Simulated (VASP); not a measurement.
# CuSe (P-6m2) in VASP: further runs

CuSe is run at these levels: LDA+U; tasks: single point.

Everything below comes from runs of VASP 6.6.1. Logs are shortened: lines on timing, memory, paths and dates and some standing lists are left out, and cuts for length are marked.

## 1. The cell of the first run

The structure is hexagonal, space group P-6m2 (No. 187). Conventional cell: a = 3.609 Å, b = 3.609 Å, c = 3.522 Å, α = 90.00°, β = 90.00°, γ = 120.00°. Cu (site symmetry -6m2) has 6 Se at 2.73 Å and 2 Cu at 3.52 Å within 3.6 Å. Se (site symmetry -6m2) has 6 Cu at 2.73 Å and 2 Se at 3.52 Å within 3.6 Å.

## 2. Single point, LDA+U, collinear spin, ferromagnetic start

INCAR reads:

```
SYSTEM = CuSe
PREC = Accurate ; ENCUT = 520
EDIFF = 1E-6 ; ISMEAR = 0
SIGMA = 0.05 ; LREAL = .FALSE.
LASPH = .TRUE. ; NELM = 150
ALGO = Normal ; ISIF = 2
LWAVE = .FALSE. ; LCHARG = .FALSE.
ISPIN = 2 ; MAGMOM = 1 0
LORBIT = 11 ; LMAXMIX = 4
LDAU = .TRUE. ; LDAUTYPE = 2
LDAUL = 2 -1 ; LDAUU = 1 0
LDAUJ = 0 0 ; LDAUPRINT = 1
NBANDS = 20
```

KPOINTS reads:

```
regular mesh
0
G
  6 6 5
  0 0 0
```

POSCAR reads:

```
CuSe
1.0
    3.6086577700      0.0000000000      0.0000000000
   -1.8043288800      3.1251893000      0.0000000000
    0.0000000000      0.0000000000      3.5218711900
Cu Se
1 1
Direct
    0.0000000000      0.0000000000      0.0000000000
    0.6666666667      0.3333333333      0.5000000000
```

Potentials or basis: VASP PAW LDA potentials, release 64 (Cu, Se).

Started as:

```console
> cat potpaw_LDA.64/Cu/POTCAR potpaw_LDA.64/Se/POTCAR > POTCAR
> mpirun -np 1 vasp_std > vasp.out
```

OUTCAR:

```text
SYSTEM = CuSe
   PREC = Accurate
   ENCUT = 520
   EDIFF = 1E-6
   ISMEAR = 0
   LREAL = .FALSE.
   LASPH = .TRUE.
   NELM = 150
   ISIF = 2
   ISPIN = 2
   LORBIT = 11

 ion  position               nearest neighbor table
   1  0.000  0.000  0.000-   2 2.73   2 2.73   2 2.73   2 2.73   2 2.73   2 2.73
   2  0.667  0.333  0.500-   1 2.73   1 2.73   1 2.73   1 2.73   1 2.73   1 2.73

  LATTYP: Found a hexagonal cell.
 ALAT       =     3.6086577700
 C/A-ratio  =     0.9759504543

  Lattice vectors:

 A1 = (   3.6086577700,   0.0000000000,   0.0000000000)
 A2 = (  -1.8043288800,   3.1251893000,   0.0000000000)
 A3 = (   0.0000000000,   0.0000000000,   3.5218711900)

Analysis of symmetry for initial positions (statically):
=====================================================================
 Subroutine PRICEL returns:
 Original cell was already a primitive cell.

 Routine SETGRP: Setting up the symmetry group for a
 hexagonal supercell.

 Subroutine GETGRP returns: Found 12 space group operations
 (whereof 12 operations were pure point group operations)
 out of a pool of 24 trial point group operations.

The static configuration has the point symmetry D_3h.

Analysis of symmetry for dynamics (positions and initial velocities):
=====================================================================
 Subroutine PRICEL returns:
 Original cell was already a primitive cell.

 Routine SETGRP: Setting up the symmetry group for a
 hexagonal supercell.

 Subroutine GETGRP returns: Found 12 space group operations
 (whereof 12 operations were pure point group operations)
 out of a pool of 24 trial point group operations.

The dynamic configuration has the point symmetry D_3h.

Analysis of structural, dynamic, and magnetic symmetry:
=====================================================================
 Subroutine PRICEL returns:
 Original cell was already a primitive cell.

 Routine SETGRP: Setting up the symmetry group for a
 hexagonal supercell.

 Subroutine GETGRP returns: Found 12 space group operations
 (whereof 12 operations were pure point group operations)
 out of a pool of 24 trial point group operations.

The overall configuration has the point symmetry D_3h.

 Subroutine INISYM returns: Found 12 space group operations
 (whereof 12 operations are pure point group operations),
 and found     1 'primitive' translations

----------------------------------------------------------------------------------------

                                     Primitive cell

  volume of cell :      39.7187

  direct lattice vectors                    reciprocal lattice vectors
     3.608657770  0.000000000  0.000000000     0.277111343  0.159990308  0.000000000
    -1.804328880  3.125189300  0.000000000     0.000000000  0.319980617  0.000000000
     0.000000000  0.000000000  3.521871190     0.000000000  0.000000000  0.283939970

  length of vectors
     3.608657770  3.608657765  3.521871190     0.319980616  0.319980617  0.283939970

  position of ions in fractional coordinates (direct lattice)
     0.000000000  0.000000000  0.000000000
     0.666666667  0.333333333  0.500000000

  ion indices of the primitive-cell ions
   primitive index   ion index
                 1           1
                 2           2

----------------------------------------------------------------------------------------

 KPOINTS: regular mesh

Automatic generation of k-mesh.
 Grid dimensions read from file:
 generate k-points for:    6    6    5

 Generating k-lattice:

  Cartesian coordinates                     Fractional coordinates (reciprocal lattice)
     0.046185224  0.026665051  0.000000000     0.166666667  0.000000000  0.000000000
[... 69 lines left out ...]
   EFERMI =   0.00;   METHOD = LEGACY
   ISMEAR =     0;   SIGMA  =   0.05  broadening in eV -4-tet -1-fermi 0-gaus
   EFERMI_NEDOS =   21; number of points for ismear=-14 and -15
   IALGO  =     38    algorithm
   IMIX   =      4    mixing-type and parameters
     AMIX     =   0.40;   BMIX     =  1.00
     AMIX_MAG =   1.60;   BMIX_MAG =  1.00
  volume/ion in A,a.u.               =      19.86       134.02
  Fermi-wavevector in a.u.,A,eV,Ry     =   1.233747  2.331443 20.709846  1.522131
  Thomas-Fermi vector in A             =   2.368465
   LORBIT       =     11    0 simple, 1 ext, 2 COOP (PROOUT), +10 PAW based schemes
 LDA+U is selected, type is set to LDAUTYPE =  2
   angular momentum for each species LDAUL =     2   -1
   U (eV)           for each species LDAUU =   1.0  0.0
   J (eV)           for each species LDAUJ =   0.0  0.0
   GGA     = CA    functional components
   LHFCALC =     F    Hartree Fock is set to
   AEXX    =    0.0000 exact exchange contribution
   IVDW    =     0    specifies the selected vdW correction
   LEPSILON=     F    determine dielectric tensor
   LRPA    =     F    only Hartree local field effects (RPA)
 spin polarized calculation
 Gauss-broadening in eV      SIGMA  =   0.05
  energy-cutoff  :      520.00
  volume of cell :       39.72
 maximum number of plane-waves:      1083
 NGX is ok and might be reduce to    28
   NGX = 13   NGY = 13   NGZ = 13

 number of electron      16.9999989 magnetization      -0.0059182

atom =   1  type =  1  l = 2

 onsite density matrix

spin component  1

  0.9388  0.0000 -0.0000 -0.0000 -0.0000
  0.0000  0.9103 -0.0000  0.0000 -0.0000
 -0.0000 -0.0000  0.9476  0.0000 -0.0000
 -0.0000  0.0000  0.0000  0.9103 -0.0000
 -0.0000 -0.0000 -0.0000 -0.0000  0.9388

spin component  2

  0.9388  0.0000 -0.0000 -0.0000 -0.0000
  0.0000  0.9102 -0.0000  0.0000 -0.0000
 -0.0000 -0.0000  0.9476  0.0000 -0.0000
 -0.0000  0.0000  0.0000  0.9102 -0.0000
 -0.0000 -0.0000 -0.0000 -0.0000  0.9388

 occupancies and eigenvectors

  o =  0.9102  v =  0.0000  0.0000  0.0000  0.0000  0.0000  0.0000 -0.8457 -0.0000  0.5337 -0.0000      0.0000  0.0000  0.0000  0.0000  0.0000  0.0000  0.0000  0.0000  0.0000  0.0000
  o =  0.9102  v =  0.0000  0.0000  0.0000  0.0000  0.0000 -0.0000 -0.5337 -0.0000 -0.8457 -0.0000      0.0000  0.0000  0.0000  0.0000  0.0000  0.0000  0.0000  0.0000  0.0000  0.0000
  o =  0.9103  v =  0.0000 -0.8457 -0.0000  0.5337  0.0000  0.0000  0.0000  0.0000  0.0000  0.0000      0.0000  0.0000  0.0000  0.0000  0.0000  0.0000  0.0000  0.0000  0.0000  0.0000
  o =  0.9103  v = -0.0000 -0.5337 -0.0000 -0.8457  0.0000  0.0000  0.0000  0.0000  0.0000  0.0000      0.0000  0.0000  0.0000  0.0000  0.0000  0.0000  0.0000  0.0000  0.0000  0.0000
  o =  0.9388  v =  0.0000  0.0000  0.0000  0.0000  0.0000 -0.7632  0.0000 -0.0000  0.0000 -0.6462      0.0000  0.0000  0.0000  0.0000  0.0000  0.0000  0.0000  0.0000  0.0000  0.0000
  o =  0.9388  v =  0.0000  0.0000  0.0000  0.0000  0.0000 -0.6462 -0.0000 -0.0000 -0.0000  0.7632      0.0000  0.0000  0.0000  0.0000  0.0000  0.0000  0.0000  0.0000  0.0000  0.0000
  o =  0.9388  v =  0.3529  0.0000  0.0000 -0.0000  0.9357  0.0000  0.0000  0.0000  0.0000  0.0000      0.0000  0.0000  0.0000  0.0000  0.0000  0.0000  0.0000  0.0000  0.0000  0.0000
  o =  0.9388  v = -0.9357  0.0000 -0.0000 -0.0000  0.3529  0.0000  0.0000  0.0000  0.0000  0.0000      0.0000  0.0000  0.0000  0.0000  0.0000  0.0000  0.0000  0.0000  0.0000  0.0000
  o =  0.9476  v = -0.0000 -0.0000  1.0000  0.0000 -0.0000  0.0000  0.0000  0.0000  0.0000  0.0000      0.0000  0.0000  0.0000  0.0000  0.0000  0.0000  0.0000  0.0000  0.0000  0.0000
  o =  0.9476  v =  0.0000  0.0000  0.0000  0.0000  0.0000 -0.0000 -0.0000  1.0000  0.0000 -0.0000      0.0000  0.0000  0.0000  0.0000  0.0000  0.0000  0.0000  0.0000  0.0000  0.0000

 number of electron      16.9999989 magnetization       0.0003355

 Free energy of the ion-electron system (eV)
  ---------------------------------------------------
  ext. energy  EPLUGINS =         0.00000000
  ---------------------------------------------------
  free energy    TOTEN  =        -7.93960309 eV

  energy without entropy =       -7.93836080  energy(sigma->0) =       -7.93898194

 E-fermi :   3.8531     XC(G=0): -10.5066

 val. band max:        3.8469315412   @ k =   0.1667   0.1667   0.0000
 cond. band min:       4.0683445240   @ k =   0.1667   0.0000   0.2000
 fundamental gap:      0.2214129828
 Fermi energy:         3.8530861805

 spin component 1

 k-point     1 :       0.0000    0.0000    0.0000
  band No.  band energies     occupation
      1      -9.9094      1.00000
      2       1.1002      1.00000
      3       1.1002      1.00000
      4       1.1611      1.00000
      5       1.6462      1.00000
      6       1.6462      1.00000
[... 459 lines left out ...]
      6       1.8336      1.00000
[... 12 lines left out ...]
     19      24.1089      0.00000
     20      24.6443      0.00000
 Fermi energy:         3.8530861805

 spin component 2

 k-point     1 :       0.0000    0.0000    0.0000
  band No.  band energies     occupation
      1      -9.9093      1.00000
      2       1.1004      1.00000
      3       1.1004      1.00000
      4       1.1611      1.00000
      5       1.6467      1.00000
      6       1.6467      1.00000
[... 472 lines left out ...]
     19      24.1090      0.00000
     20      24.6444      0.00000

------------------------ aborting loop because EDIFF is reached ----------------------------------------

  FORCE on cell =-STRESS in cart. coord.  units (eV):
  Direction    XX          YY          ZZ          XY          YZ          ZX
  --------------------------------------------------------------------------------------
  -------------------------------------------------------------------------------------
  Total       -2.8311104     -2.8311104     -4.6067372     -0.0000000     -0.0000000      0.0000000
  in kB     -114.2015239   -114.2015237   -185.8268754     -0.0000002     -0.0000000      0.0000000
  external PRESSURE =    -138.0766410 kB  Pullay stress =       0.0000000 kB

 VOLUME and BASIS-vectors are now :
 -----------------------------------------------------------------------------
  energy-cutoff  :      520.00
  volume of cell :       39.72
      direct lattice vectors                 reciprocal lattice vectors
     3.608657770  0.000000000  0.000000000     0.277111343  0.159990308  0.000000000
    -1.804328880  3.125189300  0.000000000     0.000000000  0.319980617  0.000000000
     0.000000000  0.000000000  3.521871190     0.000000000  0.000000000  0.283939970

 POSITION                                       TOTAL-FORCE (eV/Angst)
 -----------------------------------------------------------------------------------
      0.00000      0.00000      0.00000         0.000000     -0.000000      0.000000
      1.80433      1.04173      1.76094        -0.000000      0.000000      0.000000
 -----------------------------------------------------------------------------------
    total drift:                                0.000000     -0.000000      0.000000

  FREE ENERGIE OF THE ION-ELECTRON SYSTEM (eV)
  ---------------------------------------------------
  free  energy   TOTEN  =        -7.9396030899 eV

  energy  without entropy=       -7.9383607951  energy(sigma->0) =       -7.93898194

 total charge

# of ion       s       p       d       tot
------------------------------------------
    1        0.299   0.210   9.272   9.782
    2        1.498   2.168   0.031   3.696
--------------------------------------------------
tot          1.797   2.378   9.304  13.478

 magnetization (x)

# of ion       s       p       d       tot
------------------------------------------
    1       -0.000   0.000   0.000   0.000
    2        0.000   0.000   0.000   0.000
--------------------------------------------------
tot          0.000   0.000   0.000   0.000
```

Wall time 33 s (1 thread of AMD EPYC 7R43 (Zen 3), shared host); peak memory 0.12 GiB.

Results:

- Free energy: -7.9396 eV
- Pressure: -13.8 GPa
- Net moment: 0.00 μB per cell
- Valence electrons inside the program's atomic spheres: Cu 9.78; Se 3.70

Eigenvalues of the final occupation matrices:
```csv
site,spin,trace,eigenvalues
site 1 d,1,4.65,0.91 0.91 0.94 0.94 0.95
site 1 d,2,4.65,0.91 0.91 0.94 0.94 0.95
```

The state reached can hang on the start; a lower one may exist.

## 3. Single point, LDA+U, collinear spin, ferromagnetic start

INCAR reads:

```
SYSTEM = CuSe
  PREC = Accurate
  ENCUT = 520
  EDIFF = 1E-6
  ISMEAR = 0
  SIGMA = 0.05
  LREAL = .False.
  LASPH = .True.
  NELM = 150
  ALGO = Normal
  ISIF = 2
  LWAVE = .False.
  LCHARG = .False.
  ISPIN = 2
  MAGMOM = 0.23 0.44
  LORBIT = 11
  NUPDOWN = 0.75
  LMAXMIX = 4
  LDAU = .True.
  LDAUTYPE = 2
  LDAUL = 2 -1
  LDAUU = 1 0
  LDAUJ = 0 0
  LDAUPRINT = 1
  GGA = CA
  NBANDS = 20
```

KPOINTS reads:

```
regular mesh
0
Gamma
  6 6 5
  0 0 0
```

POSCAR is that of step 2.

Potentials or basis: VASP PAW LDA potentials, release 64 (Cu, Se).

Started as:

```console
> cat potpaw_LDA.64/Cu/POTCAR potpaw_LDA.64/Se/POTCAR > POTCAR
> mpirun -np 1 vasp_std > vasp.out
```

OUTCAR:

```text
SYSTEM = CuSe
   PREC = Accurate
   ENCUT = 520
   EDIFF = 1E-6
   ISMEAR = 0
   LREAL = .False.
   LASPH = .True.
   NELM = 150
   ISIF = 2
   ISPIN = 2
   LORBIT = 11
   NUPDOWN = 0.75
   GGA = CA

 ion  position               nearest neighbor table
   1  0.000  0.000  0.000-   2 2.73   2 2.73   2 2.73   2 2.73   2 2.73   2 2.73
   2  0.667  0.333  0.500-   1 2.73   1 2.73   1 2.73   1 2.73   1 2.73   1 2.73

  LATTYP: Found a hexagonal cell.
 ALAT       =     3.6086577700
 C/A-ratio  =     0.9759504543

  Lattice vectors:

 A1 = (   3.6086577700,   0.0000000000,   0.0000000000)
 A2 = (  -1.8043288800,   3.1251893000,   0.0000000000)
 A3 = (   0.0000000000,   0.0000000000,   3.5218711900)

Analysis of symmetry for initial positions (statically):
=====================================================================
 Subroutine PRICEL returns:
 Original cell was already a primitive cell.

 Routine SETGRP: Setting up the symmetry group for a
 hexagonal supercell.

 Subroutine GETGRP returns: Found 12 space group operations
[... 715 lines left out ...]
      6       1.7330      1.00000
[... 472 lines left out ...]
     19      24.2427      0.00000
     20      24.7876      0.00000

------------------------ aborting loop because EDIFF is reached ----------------------------------------

  FORCE on cell =-STRESS in cart. coord.  units (eV):
  Direction    XX          YY          ZZ          XY          YZ          ZX
  --------------------------------------------------------------------------------------
  -------------------------------------------------------------------------------------
  Total       -2.4596652     -2.4596652     -4.3170617     -0.0000000      0.0000000      0.0000000
  in kB      -99.2181422    -99.2181421   -174.1419273     -0.0000002      0.0000000      0.0000000
  external PRESSURE =    -124.1927372 kB  Pullay stress =       0.0000000 kB

 VOLUME and BASIS-vectors are now :
 -----------------------------------------------------------------------------
  energy-cutoff  :      520.00
  volume of cell :       39.72
      direct lattice vectors                 reciprocal lattice vectors
     3.608657770  0.000000000  0.000000000     0.277111343  0.159990308  0.000000000
    -1.804328880  3.125189300  0.000000000     0.000000000  0.319980617  0.000000000
     0.000000000  0.000000000  3.521871190     0.000000000  0.000000000  0.283939970

 POSITION                                       TOTAL-FORCE (eV/Angst)
 -----------------------------------------------------------------------------------
      0.00000      0.00000      0.00000         0.000000      0.000000      0.000000
      1.80433      1.04173      1.76094        -0.000000     -0.000000      0.000000
 -----------------------------------------------------------------------------------
    total drift:                                0.000000     -0.000000      0.000000

  FREE ENERGIE OF THE ION-ELECTRON SYSTEM (eV)
  ---------------------------------------------------
  free  energy   TOTEN  =        -7.7581733604 eV

  energy  without entropy=       -7.7558513626  energy(sigma->0) =       -7.75701236

 total charge

# of ion       s       p       d       tot
------------------------------------------
    1        0.302   0.208   9.262   9.772
    2        1.493   2.191   0.030   3.714
--------------------------------------------------
tot          1.795   2.399   9.292  13.486

 magnetization (x)

# of ion       s       p       d       tot
------------------------------------------
    1       -0.005   0.011   0.205   0.210
    2        0.008   0.350   0.001   0.359
--------------------------------------------------
tot          0.002   0.361   0.206   0.570
```

stdout:

```text
POSCAR found type information on POSCAR CuSe
 POSCAR found :  2 types and       2 ions
 scaLAPACK will be used
 LDA part: xc-table for (Slater(with rela. corr.)+CA(PZ))
 , standard interpolation
 POSCAR, INCAR and KPOINTS ok, starting setup
 FFT: planning ... GRIDC
 FFT: planning ... GRID_SOFT
 FFT: planning ... GRID
 WAVECAR not read
 entering main loop
```

Wall time 33 s (1 thread of AMD EPYC 7R43 (Zen 3), shared host); peak memory 0.12 GiB.

What came out:

| Item | Value |
| --- | --- |
| Free energy | -7.7582 eV |
| Pressure | -12.4 GPa |
| Net moment | 0.75 μB per cell |
| Site moments | Cu +0.21; Se +0.36 μB |
| Valence electrons inside the program's atomic spheres | Cu 9.77; Se 3.71 |

Eigenvalues of the final occupation matrices:
| site | spin | trace | eigenvalues |
| --- | --- | --- | --- |
| site 1 d | 1 | 4.74 | 0.95 0.95 0.95 0.95 0.95 |
| site 1 d | 2 | 4.54 | 0.87 0.87 0.93 0.93 0.95 |

Caveat: the total moment is fixed, so each spin has its own Fermi level; a cell with one magnetic atom can't hold antiferromagnetic order, which such compounds often take. The state reached can hang on the start; a lower one may exist.
